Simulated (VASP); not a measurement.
Here is a VASP 6.6.1 calculation.

File POSCAR:

```
PtS2
1.0
    3.5432000000      0.0000000000      0.0000000000
   -1.7716000000      3.0685012107      0.0000000000
    0.0000000000      0.0000000000      5.0388000000
Pt S
1 2
Direct
    0.0000000000      0.0000000000      0.0000000000
    0.6666666667      0.3333333333      0.7730000000
    0.3333333333      0.6666666667      0.2270000000
```

The input INCAR.step1:

```
ALGO     = Normal         # electronic algorithm
EDIFF    = 1E-5           # SCF threshold, eV
ENCUT    = 520            # plane-wave cutoff, eV
GGA      = PE             # functional
ISIF     = 2              # what is computed and relaxed
ISMEAR   = -1             # smearing method
LASPH    = T              # aspherical terms in the spheres
LCHARG   = F              # write CHGCAR
LREAL    = F              # projectors in reciprocal space
LWAVE    = T              # write WAVECAR
NBANDS   = 18             # bands
NELM     = 80             # most SCF steps
PREC     = Accurate       # precision mode
SIGMA    = 0.05           # smearing width, eV
```

The input INCAR.step2:

```
AEXX     = 0.25           # exact-exchange fraction
ALGO     = Normal         # electronic algorithm
EDIFF    = 1E-6           # SCF threshold, eV
ENCUT    = 520            # plane-wave cutoff, eV
GGA      = PE             # functional
HFSCREEN = 0.1            # screening, 1/A
ISIF     = 2              # what is computed and relaxed
ISMEAR   = -1             # smearing method
ISTART   = 1            
LASPH    = T              # aspherical terms in the spheres
LCHARG   = F              # write CHGCAR
LHFCALC  = T              # exact exchange
LREAL    = F              # projectors in reciprocal space
LWAVE    = F              # write WAVECAR
NBANDS   = 18             # bands
NELM     = 80             # most SCF steps
PREC     = Accurate       # precision mode
PRECFOCK = Normal       
SIGMA    = 0.05           # smearing width, eV
```

File KPOINTS:

```
k-points
0
Gamma
  5 5 3
```

Potentials or basis: VASP PAW PBE potentials, release 64 (Pt, S).

Run with:

```console
$ cat potpaw_PBE.64/Pt/POTCAR potpaw_PBE.64/S/POTCAR > POTCAR
$ cp INCAR.step1 INCAR
$ mpirun -np 1 vasp_std > vasp.out
$ cp INCAR.step2 INCAR
$ mpirun -np 1 vasp_std > vasp.out
```

Question: Predict the largest force.

Answer: 0.838 eV/Å.

Question: Estimate the band gap on the k mesh.

Answer: 2.19 eV, indirect (least direct gap 2.49 eV).

Question: What does it give for the pressure?

Answer: 6.1 GPa.

Stress tensor (GPa, compression positive):
```
5.47 0.00 0.00
0.00 5.47 0.00
0.00 0.00 7.31
```

Caveat: the PAW data sets were made with another functional, which shifts forces and pressure a little; spin-orbit coupling is left out, which moves the levels of the heavy elements. A k mesh can miss the band edges.
